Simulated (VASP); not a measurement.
# HfB2 (P6/mmm) in VASP: notebook

The runs below take HfB2 through single point, with PBEsol.

All numbers are computed with VASP 6.6.1; they aren't measurements. Logs are shortened: lines on timing, memory, paths and dates and some standing lists are left out, and cuts for length are marked.

## Step 1: The cell of the first run

Symmetry: P6/mmm, No. 191, hexagonal system. Conventional cell: a = 3.098 Å, b = 3.098 Å, c = 3.433 Å, α = 90.00°, β = 90.00°, γ = 120.00°. Within 3.3 Å of Hf (site symmetry 6/mmm) lie 12 B at 2.48 Å and 6 Hf at 3.10 Å. Within 2.5 Å of B (site symmetry -6m2) lie 3 B at 1.79 Å and 6 Hf at 2.48 Å.

## Step 2: Single point, PBEsol (9.51 Å³/atom)

Contents of INCAR:

```
PREC = Accurate ; ENCUT = 520
EDIFF = 1E-6 ; ISMEAR = -1
SIGMA = 0.05 ; LREAL = F
LASPH = T ; NELM = 100
ALGO = Normal ; ISIF = 2
LWAVE = F ; LCHARG = F
GGA = PS ; NBANDS = 15
```

Contents of KPOINTS:

```
Automatic mesh
0
Gamma
  13 13 11
```

Contents of POSCAR:

```
HfB2
1.0
    3.0975624645      0.0000000000      0.0000000000
   -1.5487812323      2.6825677840      0.0000000000
    0.0000000000      0.0000000000      3.4329672075
Hf B
1 2
Direct
    0.0000000000      0.0000000000      0.0000000000
    0.3333333333      0.6666666667      0.5000000000
    0.6666666667      0.3333333333      0.5000000000
```

Potentials or basis: VASP PAW PBE potentials, release 64 (Hf_pv, B).

Launch:

```console
$ cat potpaw_PBE.64/Hf_pv/POTCAR potpaw_PBE.64/B/POTCAR > POTCAR
$ mpirun -np 1 vasp_std > vasp.out
```

OUTCAR:

```text
PREC = Accurate
   ENCUT = 520
   EDIFF = 1E-6
   ISMEAR = -1
   LREAL = F
   LASPH = T
   NELM = 100
   ISIF = 2
   GGA = PS

 ion  position               nearest neighbor table
   1  0.000  0.000  0.000-   2 2.48   3 2.48   2 2.48   3 2.48   2 2.48   2 2.48   3 2.48   3 2.48
                             3 2.48   3 2.48   2 2.48   2 2.48
   2  0.333  0.667  0.500-   3 1.79   3 1.79   3 1.79   1 2.48   1 2.48   1 2.48   1 2.48   1 2.48
                             1 2.48
   3  0.667  0.333  0.500-   2 1.79   2 1.79   2 1.79   1 2.48   1 2.48   1 2.48   1 2.48   1 2.48
                             1 2.48

  LATTYP: Found a hexagonal cell.
 ALAT       =     3.0975624645
 C/A-ratio  =     1.1082802193

  Lattice vectors:

 A1 = (   3.0975624645,   0.0000000000,   0.0000000000)
 A2 = (  -1.5487812323,   2.6825677840,   0.0000000000)
 A3 = (   0.0000000000,   0.0000000000,   3.4329672075)

Analysis of symmetry for initial positions (statically):
=====================================================================
 Subroutine PRICEL returns:
 Original cell was already a primitive cell.

 Routine SETGRP: Setting up the symmetry group for a
 hexagonal supercell.

 Subroutine GETGRP returns: Found 24 space group operations
 (whereof 24 operations were pure point group operations)
 out of a pool of 24 trial point group operations.

The static configuration has the point symmetry D_6h.

Analysis of symmetry for dynamics (positions and initial velocities):
=====================================================================
 Subroutine PRICEL returns:
 Original cell was already a primitive cell.

 Routine SETGRP: Setting up the symmetry group for a
 hexagonal supercell.

 Subroutine GETGRP returns: Found 24 space group operations
 (whereof 24 operations were pure point group operations)
 out of a pool of 24 trial point group operations.

The dynamic configuration has the point symmetry D_6h.

 Subroutine INISYM returns: Found 24 space group operations
 (whereof 24 operations are pure point group operations),
 and found     1 'primitive' translations

----------------------------------------------------------------------------------------

                                     Primitive cell

  volume of cell :      28.5260

  direct lattice vectors                    reciprocal lattice vectors
     3.097562465  0.000000000  0.000000000     0.322834490  0.186388580  0.000000000
    -1.548781232  2.682567784  0.000000000     0.000000000  0.372777160  0.000000000
     0.000000000  0.000000000  3.432967207     0.000000000  0.000000000  0.291293199

  length of vectors
     3.097562465  3.097562464  3.432967207     0.372777160  0.372777160  0.291293199

  position of ions in fractional coordinates (direct lattice)
     0.000000000  0.000000000  0.000000000
     0.333333333  0.666666667  0.500000000
     0.666666667  0.333333333  0.500000000

  ion indices of the primitive-cell ions
   primitive index   ion index
                 1           1
                 2           2
                 3           3

----------------------------------------------------------------------------------------

 KPOINTS: Automatic mesh

Automatic generation of k-mesh.
 Grid dimensions read from file:
 generate k-points for:   13   13   11

 Generating k-lattice:

  Cartesian coordinates                     Fractional coordinates (reciprocal lattice)
     0.024833422  0.014337583  0.000000000     0.076923077 -0.000000000  0.000000000
     0.000000000  0.028675166  0.000000000     0.000000000  0.076923077  0.000000000
     0.000000000  0.000000000  0.026481200     0.000000000  0.000000000  0.090909091

  Length of vectors
     0.028675166  0.028675166  0.026481200

  Shift w.r.t. Gamma in fractional coordinates (k-lattice)
     0.000000000  0.000000000  0.000000000

 Subroutine IBZKPT returns following result:
 ===========================================

 Found    126 irreducible k-points:

 Following reciprocal coordinates:
            Coordinates               Weight
  0.000000  0.000000  0.000000      1.000000
  0.076923  0.000000  0.000000      6.000000
  0.153846  0.000000  0.000000      6.000000
  0.230769 -0.000000  0.000000      6.000000
  0.307692  0.000000  0.000000      6.000000
  0.384615  0.000000  0.000000      6.000000
[... 16 lines left out ...]
  0.076923  0.000000  0.090909     12.000000
  0.153846  0.000000  0.090909     12.000000
 [... further k-points ...]
   k-points           NKPTS =    126   k-points in BZ     NKDIM =    126   number of bands    NBANDS=     15
   number of dos      NEDOS =    301   number of ions     NIONS =      3
   total plane-waves  NPLWV =  16128
   dimension x,y,z NGX =    24 NGY =   24 NGZ =   28
   dimension x,y,z NGXF=    48 NGYF=   48 NGZF=   56
   ions per type =               1   2
   NGX,Y,Z   is equivalent  to a cutoff of  12.88, 12.88, 13.56 a.u.
   NGXF,Y,Z  is equivalent  to a cutoff of  25.76, 25.76, 27.12 a.u.
 SYSTEM =  unknown system
   PREC   = accura    normal or accurate (medium, high low for compatibility)
   ISTART =      0    job   : 0-new  1-cont  2-samecut
   ICHARG =      2    charge: 1-file 2-atom 10-const
   ISPIN  =      1    spin polarized calculation?
   LNONCOLLINEAR =      F non collinear calculations
   LSORBIT =      F    spin-orbit coupling
   LASPH  =      T    aspherical Exc in radial PAW
   ENCUT  =  520.0 eV  38.22 Ry    6.18 a.u.   5.76  5.76  6.38*2*pi/ulx,y,z
   NELM   =    100;   NELMIN=  2; NELMDL= -5     # of ELM steps
   EDIFF  = 0.1E-05   stopping-criterion for ELM
   LREAL  =      F    real-space projection
   EDIFFG = 0.1E-04   stopping-criterion for IOM
   NSW    =      0    number of steps for IOM
   IBRION =     -1    ionic relax: 0-MD 1-quasi-New 2-CG
   NFREE  =      0    steps in history (QN), initial steepest desc. (CG)
   ISIF   =      2    stress and relaxation
   ISYM   =      2    0-nonsym 1-usesym 2-fastsym
   POTIM  = 0.5000    time-step for ionic-motion
   TEBEG  =    0.0;   TEEND  =   0.0 temperature during run
   PSTRESS=    0.0 pullay stress
   NELECT =      16.0000    total number of electrons
   NUPDOWN=      -1.0000    fix difference up-down
   EMIN   =  10.00;   EMAX   =-10.00  energy-range for DOS
   EFERMI =   0.00;   METHOD = LEGACY
   ISMEAR =    -1;   SIGMA  =   0.05  broadening in eV -4-tet -1-fermi 0-gaus
   EFERMI_NEDOS =   21; number of points for ismear=-14 and -15
   IALGO  =     38    algorithm
   IMIX   =      4    mixing-type and parameters
     AMIX     =   0.40;   BMIX     =  1.00
     AMIX_MAG =   1.60;   BMIX_MAG =  1.00
  volume/ion in A,a.u.               =       9.51        64.17
  Fermi-wavevector in a.u.,A,eV,Ry     =   1.350106  2.551331 24.800529  1.822787
  Thomas-Fermi vector in A             =   2.477638
   LORBIT       =      0    0 simple, 1 ext, 2 COOP (PROOUT), +10 PAW based schemes
   GGA     = PS    functional components
   LHFCALC =     F    Hartree Fock is set to
   AEXX    =    0.0000 exact exchange contribution
   IVDW    =     0    specifies the selected vdW correction
   LEPSILON=     F    determine dielectric tensor
   LRPA    =     F    only Hartree local field effects (RPA)
 non-spin polarized calculation
  energy-cutoff  :      520.00
  volume of cell :       28.53
 maximum number of plane-waves:       779
 NGX is ok and might be reduce to    24
   NGX = 11   NGY = 11   NGZ = 13

 number of electron      16.0000001 magnetization

 Free energy of the ion-electron system (eV)
  ---------------------------------------------------
  ext. energy  EPLUGINS =         0.00000000
  ---------------------------------------------------
  free energy    TOTEN  =       -27.85297339 eV

  energy without entropy =      -27.85147337  energy(sigma->0) =      -27.85222338

 E-fermi :   7.9437     XC(G=0): -12.8735

 val. band max:        7.8760745011   @ k =   0.0769   0.0000   0.2727
 cond. band min:       7.9963109780   @ k =   0.3077   0.1538   0.0000
 fundamental gap:      0.1202364768
 Fermi energy:         7.9437060865

 k-point     1 :       0.0000    0.0000    0.0000
  band No.  band energies     occupation
      1     -22.5776      2.00000
      2     -22.0137      2.00000
      3     -22.0137      2.00000
      4      -6.0818      2.00000
      5       4.7267      2.00000
      6       4.9006      2.00000
      7       4.9006      2.00000
      8       5.1429      2.00000
      9      12.0754      0.00000
     10      12.0754      0.00000
     11      12.7616      0.00000
     12      12.7616      0.00000
     13      13.0504      0.00000
     14      13.0504      0.00000
     15      13.2398      0.00000

 k-point     2 :       0.0769    0.0000    0.0000
  band No.  band energies     occupation
      1     -22.5687      2.00000
      2     -22.0685      2.00000
      3     -22.0257      2.00000
      4      -5.9476      2.00000
      5       4.5365      2.00000
      6       4.8628      2.00000
      7       4.8997      2.00000
      8       5.0154      2.00000
      9      11.6845      0.00000
     10      11.9789      0.00000
     11      12.0733      0.00000
     12      12.2524      0.00000
     13      13.5748      0.00000
     14      13.9983      0.00000
     15      14.1225      0.00000

 k-point     3 :       0.1538    0.0000    0.0000
  band No.  band energies     occupation
      1     -22.5439      2.00000
      2     -22.2173      2.00000
      3     -22.0587      2.00000
      4      -5.5590      2.00000
      5       3.6453      2.00000
      6       4.6992      2.00000
      7       4.8738      2.00000
      8       5.1981      2.00000
      9      10.5847      0.00000
     10      11.7200      0.00000
     11      11.7258      0.00000
     12      12.4507      0.00000
     13      14.1005      0.00000
     14      15.1376      0.00000
     15      15.2145      0.00000
[... 343 lines left out ...]
 k-point    23 :       0.0769    0.0000    0.0909
  band No.  band energies     occupation
      1     -22.5957      2.00000
      2     -22.0663      2.00000
      3     -22.0237      2.00000
      4      -5.8089      2.00000
      5       3.8127      2.00000
      6       4.6093      2.00000
      7       4.9692      2.00000
      8       5.9992      2.00000
      9      10.8745      0.00000
     10      10.8804      0.00000
     11      12.4253      0.00000
     12      12.6290      0.00000
     13      13.8657      0.00000
     14      14.1469      0.00000
     15      14.5975      0.00000

 k-point    24 :       0.1538    0.0000    0.0909
  band No.  band energies     occupation
      1     -22.5703      2.00000
      2     -22.2147      2.00000
      3     -22.0566      2.00000
      4      -5.4294      2.00000
      5       3.6219      2.00000
      6       3.9784      2.00000
      7       4.8950      2.00000
      8       5.8814      2.00000
      9      10.2265      0.00000
     10      10.6819      0.00000
     11      12.6847      0.00000
     12      12.8670      0.00000
     13      13.7038      0.00000
     14      15.2140      0.00000
     15      15.5565      0.00000

 [... further k-points ...]
[... 5 lines left out ...]
  --------------------------------------------------------------------------------------
  -------------------------------------------------------------------------------------
  Total        1.3001040      1.3001040      0.8757212     -0.0000000      0.0000000     -0.0000000
  in kB       73.0210801     73.0210801     49.1853765     -0.0000000      0.0000000     -0.0000000
  external PRESSURE =      65.0758456 kB  Pullay stress =       0.0000000 kB

 VOLUME and BASIS-vectors are now :
 -----------------------------------------------------------------------------
  energy-cutoff  :      520.00
  volume of cell :       28.53
      direct lattice vectors                 reciprocal lattice vectors
     3.097562465  0.000000000  0.000000000     0.322834490  0.186388580  0.000000000
    -1.548781232  2.682567784  0.000000000     0.000000000  0.372777160  0.000000000
     0.000000000  0.000000000  3.432967207     0.000000000  0.000000000  0.291293199

 POSITION                                       TOTAL-FORCE (eV/Angst)
 -----------------------------------------------------------------------------------
      0.00000      0.00000      0.00000        -0.000000      0.000000      0.000000
     -0.00000      1.78838      1.71648        -0.000000      0.000000      0.000000
      1.54878      0.89419      1.71648         0.000000      0.000000      0.000000
 -----------------------------------------------------------------------------------
    total drift:                               -0.000000      0.000000      0.000000

  FREE ENERGIE OF THE ION-ELECTRON SYSTEM (eV)
  ---------------------------------------------------
  free  energy   TOTEN  =       -27.8529733857 eV

  energy  without entropy=      -27.8514733669  energy(sigma->0) =      -27.85222338
```

Wall time 54 s (1 thread of Intel Xeon 8259CL, shared host); peak memory 0.18 GiB.

What came out:

```yaml
Free_energy: -27.8530 eV
Pressure: 6.5 GPa
Band_gap_on_the_k_mesh: zero (bands 8 and 9 overlap by 1.07 eV)
```

Stress tensor (GPa, compression positive):
```
7.30 0.00 0.00
0.00 7.30 0.00
0.00 0.00 4.92
```

Caveat: the cell stands under pressure; the PAW data sets were made with another functional, which shifts forces and pressure a little; spin-orbit coupling is left out, which moves the levels of the heavy elements.

## Step 3: Single point, PBEsol (9.81 Å³/atom)

This run uses another cell than the first one, of 9.81 Å³/atom.

Contents of INCAR:

```
  PREC = Accurate
  ENCUT = 520
  EDIFF = 1E-6
  ISMEAR = -1
  SIGMA = 0.05
  LREAL = False
  LASPH = True
  NELM = 100
  ALGO = Normal
  ISIF = 2
  LWAVE = False
  LCHARG = False
  GGA = PS
  NBANDS = 15
```

KPOINTS is that of step 2.

Contents of POSCAR:

```
HfB2
1.0
    3.1294983495      0.0000000000      0.0000000000
   -1.5647491748      2.7102250717      0.0000000000
    0.0000000000      0.0000000000      3.4683611171
Hf B
1 2
Direct
    0.0000000000      0.0000000000      0.0000000000
    0.3333333333      0.6666666667      0.5000000000
    0.6666666667      0.3333333333      0.5000000000
```

Potentials or basis: VASP PAW PBE potentials, release 64 (Hf_pv, B).

Launch:

```console
$ cat potpaw_PBE.64/Hf_pv/POTCAR potpaw_PBE.64/B/POTCAR > POTCAR
$ mpirun -np 1 vasp_std > vasp.out
```

Wall time 63 s (1 thread of Intel Xeon 8259CL, shared host); peak memory 0.19 GiB.

The run converged. Its results:

```yaml
Free_energy: -27.8655 eV
Pressure: -1.9 GPa
Band_gap_on_the_k_mesh: zero (bands 8 and 9 overlap by 1.03 eV)
```

Stress tensor (GPa, compression positive):
```
-1.45  0.00  0.00
 0.00 -1.45  0.00
 0.00  0.00 -2.90
```

Levels at points of the mesh, in eV from the Fermi level:
| k point | band 4 | band 5 | band 6 | band 7 | band 8 | band 9 | band 10 | band 11 | band 12 | band 13 |
| --- | --- | --- | --- | --- | --- | --- | --- | --- | --- | --- |
| (0.00, 0.00, 0.00) | -13.85 | -3.14 | -2.98 | -2.98 | -2.81 | 3.97 | 3.97 | 4.65 | 4.65 | 4.97 |

Caveat: the PAW data sets were made with another functional, which shifts forces and pressure a little; spin-orbit coupling is left out, which moves the levels of the heavy elements.

## Step 4: Single point, PBEsol (10.10 Å³/atom)

This run uses another cell than the first one, of 10.10 Å³/atom.

Contents of INCAR:

```
SYSTEM = HfB2
PREC = Accurate ; ENCUT = 520
EDIFF = 1E-6 ; ISMEAR = -1
SIGMA = 0.05 ; LREAL = .FALSE.
LASPH = .TRUE. ; NELM = 80
ALGO = Normal ; ISIF = 2
LWAVE = .FALSE. ; LCHARG = .FALSE.
GGA = PS ; NBANDS = 15
```

Contents of KPOINTS:

```
regular mesh
0
G
  13 13 11
  0 0 0
```

Contents of POSCAR:

```
HfB2
1.0
    3.1607954092      0.0000000000      0.0000000000
   -1.5803977046      2.7373291205      0.0000000000
    0.0000000000      0.0000000000      3.5030470293
Hf B
1 2
Direct
    0.0000000000      0.0000000000      0.0000000000
    0.3333333333      0.6666666667      0.5000000000
    0.6666666667      0.3333333333      0.5000000000
```

Launch:

```console
$ cat potpaw_PBE.64/Hf_pv/POTCAR potpaw_PBE.64/B/POTCAR > POTCAR
$ mpirun -np 1 vasp_std > vasp.out
```

Wall time 59 s (1 thread of Intel Xeon 8259CL, shared host); peak memory 0.19 GiB.

Results (log left out):

| Property | Result |
| --- | --- |
| Free energy | -27.8344 eV |
| Pressure | -9.2 GPa |
| Band gap on the k mesh | zero (bands 8 and 9 overlap by 0.99 eV) |

Stress tensor (GPa, compression positive):
```
-9.02  0.00  0.00
 0.00 -9.02  0.00
 0.00  0.00 -9.58
```

Levels at points of the mesh, in eV from the Fermi level:
| k point | band 6 | band 7 | band 8 | band 9 | band 10 | band 11 |
| --- | --- | --- | --- | --- | --- | --- |
| (0.00, 0.00, 0.00) | -2.91 | -2.91 | -2.82 | 3.83 | 3.83 | 4.49 |

Caveat: the cell stands under tension; the PAW data sets were made with another functional, which shifts forces and pressure a little; spin-orbit coupling is left out, which moves the levels of the heavy elements.

## Step 5: Single point, PBEsol (10.50 Å³/atom)

This run uses another cell than the first one, of 10.50 Å³/atom.

Contents of INCAR:

```
  PREC = Accurate
  ENCUT = 520
  EDIFF = 1E-6
  ISMEAR = -1
  SIGMA = 0.05
  LREAL = F
  LASPH = T
  NELM = 100
  ALGO = Normal
  ISIF = 2
  LWAVE = F
  LCHARG = T
  GGA = PS
  LELF = T
  LVHAR = T
  NBANDS = 15
```

Contents of KPOINTS:

```
Automatic mesh
0
Gamma
  13 13 11
```

Contents of POSCAR:

```
HfB2
1.0
    3.2015843649      0.0000000000      0.0000000000
   -1.6007921825      2.7726533923      0.0000000000
    0.0000000000      0.0000000000      3.5482526220
Hf B
1 2
Direct
    0.0000000000      0.0000000000      0.0000000000
    0.3333333333      0.6666666667      0.5000000000
    0.6666666667      0.3333333333      0.5000000000
```

Launch:

```console
$ cat potpaw_PBE.64/Hf_pv/POTCAR potpaw_PBE.64/B/POTCAR > POTCAR
$ mpirun -np 1 vasp_std > vasp.out
```

Run time: 79 s. Hardware: 1 thread of Intel Xeon 8259CL, shared host; peak memory 0.19 GiB.

Results (log left out):

* Free energy: -27.7354 eV
* Pressure: -17.4 GPa
* Band gap on the k mesh: zero (bands 8 and 9 overlap by 0.95 eV)

Stress tensor (GPa, compression positive):
```
-17.54   0.00   0.00
  0.00 -17.54   0.00
  0.00   0.00 -16.99
```

Levels at points of the mesh, in eV from the Fermi level:
| k point | band 5 | band 6 | band 7 | band 8 | band 9 | band 10 | band 11 | band 12 |
| --- | --- | --- | --- | --- | --- | --- | --- | --- |
| (0.00, 0.00, 0.00) | -2.96 | -2.83 | -2.83 | -2.82 | 3.64 | 3.64 | 4.29 | 4.29 |

Caveat: the cell stands under tension; the PAW data sets were made with another functional, which shifts forces and pressure a little; spin-orbit coupling is left out, which moves the levels of the heavy elements.

## Step 6: Overview

| cell | gap on the mesh (eV) | pressure (GPa) |
| --- | --- | --- |
| a = 3.098, b = 3.098, c = 3.433 Å, angles 90.0, 90.0, 120.0°, 3 atoms | none | 6.5 |
| a = 3.129, b = 3.129, c = 3.468 Å, angles 90.0, 90.0, 120.0°, 3 atoms | none | -1.9 |
| a = 3.161, b = 3.161, c = 3.503 Å, angles 90.0, 90.0, 120.0°, 3 atoms | none | -9.2 |
| a = 3.202, b = 3.202, c = 3.548 Å, angles 90.0, 90.0, 120.0°, 3 atoms | none | -17.4 |

Alike in all rows: task single point; level PBEsol; potentials or basis VASP PAW PBE potentials, release 64 (Hf_pv, B); no spin polarisation; k mesh 13 × 13 × 11; cutoff (eV) 520; smearing fermi-dirac 0.05 eV.

Caveats: the PAW data sets were made with another functional, which shifts forces and pressure a little; spin-orbit coupling is left out, which moves the levels of the heavy elements; the cell stands under tension (at least some runs); the cell stands under pressure (at least some runs).

Total energies depend on the potentials used, so only differences within one code and one set of settings carry meaning.
